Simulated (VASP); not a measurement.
Write the native input for VASP 6.6.1 that does the following.

| Item | Value |
| --- | --- |
| Task | single point |
| Functional | PBE |
| Potentials or basis | VASP PAW PBE potentials, release 64 (As) |
| Cutoff | 500 eV |
| k mesh | 4 × 4 × 3 |
| Occupations | gaussian, width 0.01 eV |
| Spin | no spin polarisation |
| Dipole correction | no |
| Further INCAR settings | ALGO = Normal; EDIFF = 1e-06; NBANDS = 18 |

The structure of As lies in POSCAR:

```
As
1.0
    1.8250000000     -5.5000000000      0.0000000000
    1.8250000000      5.5000000000      0.0000000000
    0.0000000000      0.0000000000      4.4700000000
As
4
Direct
    0.3900000000      0.6100000000      0.5600000000
    0.8900000000      0.1100000000      0.9400000000
    0.6100000000      0.3900000000      0.4400000000
    0.1100000000      0.8900000000      0.0600000000
```

These files were run (other wordings do the same):

INCAR

```
PREC = Accurate ; ENCUT = 500
EDIFF = 1E-6 ; ISMEAR = 0
SIGMA = 0.01 ; LREAL = False
LASPH = True ; NELM = 120
ALGO = Normal ; ISIF = 2
LWAVE = False ; LCHARG = True
GGA = PE ; LELF = True
LVHAR = True ; NBANDS = 18
GGA_COMPAT = False
```

KPOINTS

```
regular mesh
0
Gamma
  4 4 3
```

Potentials or basis: VASP PAW PBE potentials, release 64 (As).

Command:

```console
$ cat potpaw_PBE.64/As/POTCAR > POTCAR
$ mpirun -np 1 vasp_std > vasp.out
```

Results of the run:

The pressure is 3.5 GPa and the largest force is 0.381 eV/Å.

Caveat: the k points lie up to 0.47 Å⁻¹ apart.

It took 48 s on 1 thread of Intel Xeon 8259CL (shared host), peak memory 0.23 GiB.
